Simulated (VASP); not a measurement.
Wanted: the native input for a VASP 6.6.1 run.

* Task: single point
* Functional: PBE
* Potentials or basis: VASP PAW PBE potentials, release 64 (Mn_pv, H)
* Cutoff: 520 eV
* k mesh: 6 × 6 × 4
* Occupations: gaussian, width 0.1 eV
* Spin: collinear spin, ferromagnetic start
* Starting moments: [4.0, 0.0, 0.0, 0.0, 0.0] μB
* Dipole correction: no
* Further INCAR settings: ALGO = Normal; EDIFF = 1e-06; NBANDS = 20

The structure of MnH4 lies in POSCAR:

```
MnH4
1.0
    2.9356070033      0.0000000000      0.0000000000
    0.0000000000      2.9356070033      0.0000000000
    0.0000000000      0.0000000000      3.8374600480
Mn H
1 4
Direct
    0.5000000000      0.5000000000      0.5000000000
    0.0000000000      0.5000000000      0.1172762230
    0.5000000000      0.0000000000      0.1172762230
    0.0000000000      0.5000000000      0.8827237770
    0.5000000000      0.0000000000      0.8827237770
```

One way to write it, as run:

INCAR

```
SYSTEM = MnH4
PREC = Accurate ; ENCUT = 520
EDIFF = 1E-6 ; ISMEAR = 0
SIGMA = 0.1 ; LREAL = .False.
LASPH = .True. ; NELM = 150
ALGO = Normal ; ISIF = 2
LWAVE = .False. ; LCHARG = .False.
ISPIN = 2 ; MAGMOM = 4 0 0 0 0
LORBIT = 11 ; LMAXMIX = 4
GGA = PE ; NBANDS = 20
```

KPOINTS

```
regular mesh
0
Gamma
  6 6 4
  0 0 0
```

Potentials or basis: VASP PAW PBE potentials, release 64 (Mn_pv, H).

The run is started by

```sh
$ cat potpaw_PBE.64/Mn_pv/POTCAR potpaw_PBE.64/H/POTCAR > POTCAR
$ mpirun -np 1 vasp_std > vasp.out
```

It gave:

```json
{
 "Pressure": "0.1 GPa",
 "Largest force": "0.031 eV/Å",
 "Net moment": "3.99 μB per cell",
 "Site moments": "Mn +3.79; H +0.01 μB",
 "Valence electrons inside the program's atomic spheres": "Mn 11.43; H 0.57"
}
```

Caveat: the k points lie up to 0.41 Å⁻¹ apart.

It took 20 s on 1 thread of Intel(R) Xeon(R) 6975P-C (Granite Rapids), on a shared host, peak memory 0.17 GiB.
